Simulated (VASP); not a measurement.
# Hf (I4/mmm) in VASP: further runs

Runs on Hf. Level: r2SCAN. Tasks: single point.

All numbers are computed with VASP 6.6.1; they aren't measurements. Logs are shortened: lines on timing, memory, paths and dates and some standing lists are left out, and cuts for length are marked.

## 1. The cell of the first run

It takes space group I4/mmm (No. 139, tetragonal). Conventional cell: a = 3.140 Å, b = 3.140 Å, c = 4.351 Å, α = 90.00°, β = 90.00°, γ = 90.00°. Hf (site symmetry 4/mmm) has 12 Hf at 3.11 to 3.14 Å within 4.1 Å.

## 2. Single point, r2SCAN (strain -0.0200 x Voigt [1, 0, 0, 0, 0, 0])

Input file POSCAR:

```
Hf
1.0
    0.0000000000      2.2200000000      2.2200000000
    2.1756000000      0.0000000000      2.2200000000
    2.1756000000      2.2200000000      0.0000000000
Hf
1
Direct
    0.0000000000      0.0000000000      0.0000000000
```

Input file INCAR.step1:

```
SYSTEM = Hf
PREC = Accurate
ENCUT = 520
ISMEAR = 0
SIGMA = 0.15
LREAL = .FALSE.
LASPH = .TRUE.
NELM = 100
NBANDS = 11
GGA = PE
ALGO = Normal
EDIFF = 1E-4
LWAVE = .TRUE.
LCHARG = .FALSE.
```

Input file INCAR.step2:

```
SYSTEM = Hf
PREC = Accurate
ENCUT = 520
EDIFF = 1E-6
ISMEAR = 0
SIGMA = 0.15
LREAL = .FALSE.
LASPH = .TRUE.
NELM = 100
ALGO = Normal
ISIF = 2
LWAVE = .FALSE.
LCHARG = .TRUE.
METAGGA = R2SCAN
LMIXTAU = .TRUE.
LELF = .TRUE.
LVHAR = .TRUE.
NBANDS = 11
ISTART = 1
```

Input file KPOINTS:

```
regular mesh
0
G
  18 18 18
  0 0 0
```

Potentials or basis: VASP PAW PBE potentials, release 64 (Hf_pv).

Command:

```console
$ cat potpaw_PBE.64/Hf_pv/POTCAR > POTCAR
$ cp INCAR.step1 INCAR
$ mpirun -np 1 vasp_std > vasp.out
$ cp INCAR.step2 INCAR
$ mpirun -np 1 vasp_std > vasp.out
```

OUTCAR:

```text
SYSTEM = Hf
   PREC = Accurate
   ENCUT = 520
   EDIFF = 1E-6
   ISMEAR = 0
   LREAL = .FALSE.
   LASPH = .TRUE.
   NELM = 100
   ISIF = 2
   METAGGA = R2SCAN
   ISTART = 1

 ion  position               nearest neighbor table
   1  0.000  0.000  0.000-

  LATTYP: Found a body centered tetragonal cell.
 ALAT       =     3.1395541085
 C/A-ratio  =     1.3859292911

  Lattice vectors:

 A1 = (  -2.1756000000,   0.0000000000,  -2.2200000000)
 A2 = (  -2.1756000000,   0.0000000000,   2.2200000000)
 A3 = (   2.1756000000,   2.2200000000,   0.0000000000)

Analysis of symmetry for initial positions (statically):
=====================================================================
 Subroutine PRICEL returns:
 Original cell was already a primitive cell.

 Routine SETGRP: Setting up the symmetry group for a
 body centered tetragonal supercell.

 Subroutine GETGRP returns: Found 16 space group operations
 (whereof 16 operations were pure point group operations)
 out of a pool of 16 trial point group operations.

The static configuration has the point symmetry D_4h.

Analysis of symmetry for dynamics (positions and initial velocities):
=====================================================================
 Subroutine PRICEL returns:
 Original cell was already a primitive cell.

 Routine SETGRP: Setting up the symmetry group for a
 body centered tetragonal supercell.

 Subroutine GETGRP returns: Found 16 space group operations
 (whereof 16 operations were pure point group operations)
 out of a pool of 16 trial point group operations.

The dynamic configuration has the point symmetry D_4h.

 Subroutine INISYM returns: Found 16 space group operations
 (whereof 16 operations are pure point group operations),
 and found     1 'primitive' translations

----------------------------------------------------------------------------------------

                                     Primitive cell

  volume of cell :      21.4445

  direct lattice vectors                    reciprocal lattice vectors
     0.000000000  2.220000000  2.220000000    -0.229821658  0.225225225  0.225225225
     2.175600000  0.000000000  2.220000000     0.229821658 -0.225225225  0.225225225
     2.175600000  2.220000000  0.000000000     0.229821658  0.225225225 -0.225225225

  length of vectors
     3.139554108  3.108317127  3.108317127     0.392773216  0.392773216  0.392773216

  position of ions in fractional coordinates (direct lattice)
     0.000000000  0.000000000  0.000000000

  ion indices of the primitive-cell ions
   primitive index   ion index
                 1           1

----------------------------------------------------------------------------------------

 KPOINTS: regular mesh

Automatic generation of k-mesh.
 Grid dimensions read from file:
 generate k-points for:   18   18   18

 Generating k-lattice:

  Cartesian coordinates                     Fractional coordinates (reciprocal lattice)
    -0.012767870  0.012512513  0.012512513     0.055555556 -0.000000000 -0.000000000
     0.012767870 -0.012512513  0.012512513     0.000000000  0.055555556  0.000000000
     0.012767870  0.012512513 -0.012512513     0.000000000  0.000000000  0.055555556

  Length of vectors
     0.021820734  0.021820734  0.021820734

  Shift w.r.t. Gamma in fractional coordinates (k-lattice)
     0.000000000  0.000000000  0.000000000

 Subroutine IBZKPT returns following result:
 ===========================================

 Found    480 irreducible k-points:

 Following reciprocal coordinates:
            Coordinates               Weight
  0.000000  0.000000  0.000000      1.000000
  0.055556  0.000000  0.000000      8.000000
  0.111111  0.000000  0.000000      8.000000
  0.166667 -0.000000 -0.000000      8.000000
  0.222222  0.000000  0.000000      8.000000
  0.277778  0.000000  0.000000      8.000000
[... 16 lines left out ...]
 -0.277778  0.055556  0.000000     16.000000
 -0.222222  0.055556  0.000000     16.000000
 [... further k-points ...]
   k-points           NKPTS =    480   k-points in BZ     NKDIM =    480   number of bands    NBANDS=     11
   number of dos      NEDOS =    301   number of ions     NIONS =      1
   total plane-waves  NPLWV =  13824
   dimension x,y,z NGX =    24 NGY =   24 NGZ =   24
   dimension x,y,z NGXF=    48 NGYF=   48 NGZF=   48
   ions per type =               1
   NGX,Y,Z   is equivalent  to a cutoff of  12.71, 12.84, 12.84 a.u.
   NGXF,Y,Z  is equivalent  to a cutoff of  25.42, 25.67, 25.67 a.u.
 SYSTEM =  Hf
   PREC   = accura    normal or accurate (medium, high low for compatibility)
   ISTART =      1    job   : 0-new  1-cont  2-samecut
   ICHARG =      0    charge: 1-file 2-atom 10-const
   ISPIN  =      1    spin polarized calculation?
   LNONCOLLINEAR =      F non collinear calculations
   LSORBIT =      F    spin-orbit coupling
   LASPH  =      T    aspherical Exc in radial PAW
   ENCUT  =  520.0 eV  38.22 Ry    6.18 a.u.   5.84  5.78  5.78*2*pi/ulx,y,z
   NELM   =    100;   NELMIN=  2; NELMDL=  0     # of ELM steps
   EDIFF  = 0.1E-05   stopping-criterion for ELM
   LREAL  =      F    real-space projection
   EDIFFG = 0.1E-04   stopping-criterion for IOM
   NSW    =      0    number of steps for IOM
   IBRION =     -1    ionic relax: 0-MD 1-quasi-New 2-CG
   NFREE  =      0    steps in history (QN), initial steepest desc. (CG)
   ISIF   =      2    stress and relaxation
   ISYM   =      2    0-nonsym 1-usesym 2-fastsym
   POTIM  = 0.5000    time-step for ionic-motion
   TEBEG  =    0.0;   TEEND  =   0.0 temperature during run
   PSTRESS=    0.0 pullay stress
   NELECT =      10.0000    total number of electrons
   NUPDOWN=      -1.0000    fix difference up-down
   EMIN   =  10.00;   EMAX   =-10.00  energy-range for DOS
   EFERMI =   0.00;   METHOD = LEGACY
   ISMEAR =     0;   SIGMA  =   0.15  broadening in eV -4-tet -1-fermi 0-gaus
   EFERMI_NEDOS =   21; number of points for ismear=-14 and -15
   IALGO  =     38    algorithm
   IMIX   =      4    mixing-type and parameters
     AMIX     =   0.40;   BMIX     =  1.00
     AMIX_MAG =   1.60;   BMIX_MAG =  1.00
  volume/ion in A,a.u.               =      21.44       144.71
  Fermi-wavevector in a.u.,A,eV,Ry     =   1.269511  2.399028 21.927944  1.611658
  Thomas-Fermi vector in A             =   2.402548
   LORBIT       =      0    0 simple, 1 ext, 2 COOP (PROOUT), +10 PAW based schemes
   METAGGA = R2SCAN    functional components
   LHFCALC =     F    Hartree Fock is set to
   AEXX    =    0.0000 exact exchange contribution
   IVDW    =     0    specifies the selected vdW correction
   LEPSILON=     F    determine dielectric tensor
   LRPA    =     F    only Hartree local field effects (RPA)
 non-spin polarized calculation
 Gauss-broadening in eV      SIGMA  =   0.15
  energy-cutoff  :      520.00
  volume of cell :       21.44
 maximum number of plane-waves:       592
   NGX = 11   NGY = 11   NGZ = 11

 number of electron      10.0000001 magnetization

 Free energy of the ion-electron system (eV)
  ---------------------------------------------------
  ext. energy  EPLUGINS =         0.00000000
  ---------------------------------------------------
  free energy    TOTEN  =       -45.05965685 eV

  energy without entropy =      -45.04473116  energy(sigma->0) =      -45.05219401

 E-fermi :   4.9052     XC(G=0): -12.3867

 val. band max:        4.9018179047   @ k =  -0.3333   0.3333   0.1667
 cond. band min:       4.9090248423   @ k =   0.3333  -0.3333   0.1111
 fundamental gap:      0.0072069376
 Fermi energy:         4.9052161076

 k-point     1 :       0.0000    0.0000    0.0000
  band No.  band energies     occupation
      1     -26.0465      2.00000
      2     -26.0464      2.00000
      3     -26.0464      2.00000
      4      -2.7923      2.00000
      5       6.4533      0.00000
      6       6.4533      0.00000
      7       6.6895      0.00000
      8       9.4990      0.00000
      9       9.8484      0.00000
     10      16.8884      0.00000
     11      17.0482      0.00000

 k-point     2 :       0.0556    0.0000    0.0000
  band No.  band energies     occupation
      1     -26.0779      2.00000
      2     -26.0506      2.00000
      3     -26.0499      2.00000
      4      -2.6742      2.00000
      5       6.3649      0.00000
      6       6.5097      0.00000
      7       6.7043      0.00000
      8       9.4372      0.00000
      9       9.7758      0.00000
     10      17.0482      0.00000
     11      17.1617      0.00000

 k-point     3 :       0.1111    0.0000    0.0000
  band No.  band energies     occupation
      1     -26.1677      2.00000
      2     -26.0629      2.00000
      3     -26.0598      2.00000
      4      -2.3299      2.00000
      5       6.0499      0.00000
      6       6.6550      0.00000
      7       6.8304      0.00000
      8       9.2993      0.00000
      9       9.6036      0.00000
     10      17.0481      0.00000
     11      17.8781      0.00000

 k-point     4 :       0.1667   -0.0000   -0.0000
  band No.  band energies     occupation
      1     -26.3027      2.00000
      2     -26.0816      2.00000
      3     -26.0750      2.00000
      4      -1.7913      2.00000
      5       5.6210      0.00000
      6       6.8085      0.00000
      7       7.0009      0.00000
      8       9.2196      0.00000
      9       9.4600      0.00000
     10      17.0481      0.00000
     11      18.2700      0.00000
[... 239 lines left out ...]
 k-point    22 :      -0.3333    0.0556    0.0000
  band No.  band energies     occupation
      1     -26.8283      2.00000
      2     -26.1853      2.00000
      3     -26.1334      2.00000
      4       0.5509      2.00000
      5       4.8226      1.56383
      6       6.3702      0.00000
      7       6.7892      0.00000
      8      10.2633      0.00000
      9      11.2303      0.00000
     10      16.0737      0.00000
     11      17.0483      0.00000

 k-point    23 :      -0.2778    0.0556    0.0000
  band No.  band energies     occupation
      1     -26.6873      2.00000
      2     -26.1653      2.00000
      3     -26.1132      2.00000
      4      -0.0543      2.00000
      5       4.8166      1.59639
      6       6.5818      0.00000
      7       6.9975      0.00000
      8       9.5784      0.00000
      9      10.5760      0.00000
     10      16.6622      0.00000
     11      17.0487      0.00000

 k-point    24 :      -0.2222    0.0556    0.0000
  band No.  band energies     occupation
      1     -26.5269      2.00000
      2     -26.1409      2.00000
      3     -26.0924      2.00000
      4      -0.7727      2.00000
      5       5.0326      0.22963
      6       6.7677      0.00000
      7       7.1463      0.00000
      8       9.0915      0.00000
      9      10.0235      0.00000
     10      17.0476      0.00000
     11      17.4141      0.00000

 [... further k-points ...]

------------------------ aborting loop because EDIFF is reached ----------------------------------------

  FORCE on cell =-STRESS in cart. coord.  units (eV):
  Direction    XX          YY          ZZ          XY          YZ          ZX
  --------------------------------------------------------------------------------------
  -------------------------------------------------------------------------------------
  Total        0.7093773      0.5536042      0.5536042      0.0000000      0.0000000     -0.0000000
  in kB       52.9996312     41.3613738     41.3613738      0.0000000      0.0000000     -0.0000000
  external PRESSURE =      45.2407929 kB  Pullay stress =       0.0000000 kB

 VOLUME and BASIS-vectors are now :
 -----------------------------------------------------------------------------
  energy-cutoff  :      520.00
  volume of cell :       21.44
      direct lattice vectors                 reciprocal lattice vectors
     0.000000000  2.220000000  2.220000000    -0.229821658  0.225225225  0.225225225
     2.175600000  0.000000000  2.220000000     0.229821658 -0.225225225  0.225225225
     2.175600000  2.220000000  0.000000000     0.229821658  0.225225225 -0.225225225

 POSITION                                       TOTAL-FORCE (eV/Angst)
 -----------------------------------------------------------------------------------
      0.00000      0.00000      0.00000         0.000000      0.000000      0.000000
 -----------------------------------------------------------------------------------
    total drift:                                0.000000      0.000000      0.000000

  FREE ENERGIE OF THE ION-ELECTRON SYSTEM (eV)
  ---------------------------------------------------
  free  energy   TOTEN  =       -45.0596568548 eV

  energy  without entropy=      -45.0447311576  energy(sigma->0) =      -45.05219401
```

Wall time 1.8 min (1 thread of Intel Xeon 6975P-C (Granite Rapids), shared host); peak memory 0.23 GiB.

What came out:

```
Free energy            : -45.0597 eV
Pressure               : 4.5 GPa
Band gap on the k mesh : zero (bands 5 and 6 overlap by 2.30 eV)
```

Stress tensor (GPa, compression positive):
```
5.30 0.00 0.00
0.00 4.14 0.00
0.00 0.00 4.14
```

Levels at points of the mesh, in eV from the Fermi level:
| k point | band 2 | band 3 | band 4 | band 5 | band 6 | band 7 | band 8 | band 9 |
| --- | --- | --- | --- | --- | --- | --- | --- | --- |
| (0.00, 0.00, 0.00) | -30.95 | -30.95 | -7.70 | 1.55 | 1.55 | 1.78 | 4.59 | 4.94 |
| (0.50, 0.00, 0.00) | -31.09 | -31.06 | -3.86 | 0.52 | 1.27 | 1.55 | 6.90 | 7.07 |
| (0.50, 0.50, 0.00) | -31.30 | -31.27 | -3.53 | -2.30 | 2.56 | 7.06 | 7.48 | 7.74 |
| (0.00, 0.50, 0.50) | -31.32 | -31.32 | -3.49 | -2.38 | 2.93 | 7.05 | 7.61 | 7.61 |

Caveat: the cell differs from its parent crystal (strain -0.0200 x Voigt [1, 0, 0, 0, 0, 0]); the cell stands under pressure; the PAW data sets were made with another functional, which shifts forces and pressure a little; spin-orbit coupling is left out, which moves the levels of the heavy elements.

[end of part 1 of 2]
